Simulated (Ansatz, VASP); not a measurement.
**Two plane-wave programs on CaS**

File INCAR:

```
  ALGO = Normal
  EDIFF = 1E-6
  ENCUT = 500
  GGA = PS
  GGA_COMPAT = False
  ISIF = 2
  ISMEAR = 0
  LASPH = True
  LCHARG = False
  LREAL = False
  LWAVE = False
  NBANDS = 15
  NELM = 120
  PREC = Accurate
  SIGMA = 0.02
```

The input KPOINTS:

```
k-points
0
Gamma
  8 8 8
```

File POSCAR:

```
CaS
1.0
    0.0000000000      2.9121417600      2.9121417600
    2.9121417600      0.0000000000      2.9121417600
    2.9121417600      2.9121417600      0.0000000000
Ca S
1 1
Direct
    0.0000000000      0.0000000000      0.0000000000
    0.5000000000      0.5000000000      0.5000000000
```

Input for Ansatz:

```yaml
crystal:
  lattice:
    - [0.0, 2.91214176, 2.91214176]
    - [2.91214176, 0.0, 2.91214176]
    - [2.91214176, 2.91214176, 0.0]
  atoms:
    - { symbol: Ca, position: [0.0, 0.0, 0.0] }
    - { symbol: S, position: [0.5, 0.5, 0.5] }
basis:
  ecutwfc: 420
kpoints:
  mp_grid: { grid: [8, 8, 8] }
hamiltonian:
  xc: pbesol
scf:
  occupations: { method: gaussian, width: 0.02 }
output:
  forces: true
  stress: true
  eigenvalues: true
```

Alike in both runs: task single point; functional PBEsol; k mesh 8 × 8 × 8; occupations gaussian, width 0.02 eV; no spin polarisation.

|  | VASP | Ansatz |
| --- | --- | --- |
| version | VASP 6.6.1 | Ansatz 0.2.0 |
| potentials or method | VASP PAW PBE potentials, release 64 (Ca_sv, S), cutoff 500 eV | scalar-relativistic, plane waves, PAW |
| valence electrons in the cell | 16 | 16 |

VASP gave:

- gap on the k mesh at the Fermi level (eV): 2.38
- least direct gap on the mesh (eV): 3.15
- pressure (GPa): -4.9

Question: Estimate Ansatz's values.

Answer: gap on the k mesh at the Fermi level (eV): 2.38; least direct gap on the mesh (eV): 3.15; pressure (GPa): -5.0.

VASP's potentials were made for PBE, not for PBEsol.
